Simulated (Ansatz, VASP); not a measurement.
One calculation of KTaO3, two programs

INCAR

```
SYSTEM = KTaO3
  PREC = Accurate
  ENCUT = 520
  EDIFF = 1E-6
  ISMEAR = 0
  SIGMA = 0.05
  LREAL = .FALSE.
  LASPH = .TRUE.
  NELM = 100
  ALGO = Normal
  ISIF = 2
  LWAVE = .FALSE.
  LCHARG = .FALSE.
  GGA = PE
  NBANDS = 27
```

The input KPOINTS:

```
regular mesh
0
G
  8 8 8
  0 0 0
```

Contents of POSCAR:

```
KTaO3
1.0
    4.0880075000      0.0000000000      0.0000000000
    0.0000000000      3.9883000000      0.0000000000
    0.0000000000      0.0000000000      3.9883000000
K Ta O
1 1 3
Direct
    0.5000000000      0.5000000000      0.5000000000
    0.0000000000      0.0000000000      0.0000000000
    0.5000000000      0.0000000000      0.0000000000
    0.0000000000      0.5000000000      0.0000000000
    0.0000000000      0.0000000000      0.5000000000
```

Input for Ansatz:

```yaml
crystal:
  lattice:
    - [4.0880075, 0.0, 0.0]
    - [0.0, 3.9883, 0.0]
    - [0.0, 0.0, 3.9883]
  atoms:
    - { symbol: K, position: [0.5, 0.5, 0.5] }
    - { symbol: Ta, position: [0.0, 0.0, 0.0] }
    - { symbol: O, position: [0.5, 0.0, 0.0] }
    - { symbol: O, position: [0.0, 0.5, 0.0] }
    - { symbol: O, position: [0.0, 0.0, 0.5] }
basis:
  ecutwfc: 420
kpoints:
  mp_grid: { grid: [8, 8, 8] }
hamiltonian:
  xc: pbe
scf:
  occupations: { method: gaussian, width: 0.05 }
output:
  forces: true
  stress: true
  eigenvalues: true
```

Change from the starting cell: strain +0.0250 x Voigt [1, 0, 0, 0, 0, 0], atoms carried along.

Alike in both runs: task single point; functional PBE; k mesh 8 × 8 × 8; occupations gaussian, width 0.05 eV; no spin polarisation.

|  | VASP | Ansatz |
| --- | --- | --- |
| version | VASP 6.6.1 | Ansatz 0.2.0 |
| potentials or method | VASP PAW PBE potentials, release 64 (K_sv, Ta_pv, O), cutoff 520 eV | scalar-relativistic, plane waves, PAW |
| valence electrons in the cell | 38 | 40 |

```tsv
	VASP	Ansatz	Ansatz less VASP
gap on the k mesh at the Fermi level (eV)	2.10	2.14	+0.045
least direct gap on the mesh (eV)	2.72	2.75	+0.037
pressure (GPa)	1.3	0.7	-0.60
traceless stress, the component that is largest in VASP (GPa)	-5.54	-5.45	+0.090
```

The functional is the same, so the differences come from potentials, cutoffs and numerics. VASP's potentials hold 38 valence electrons a cell and Ansatz's 40, so a difference there can come from the potentials and not from the codes.

Neither program's run includes spin-orbit coupling.
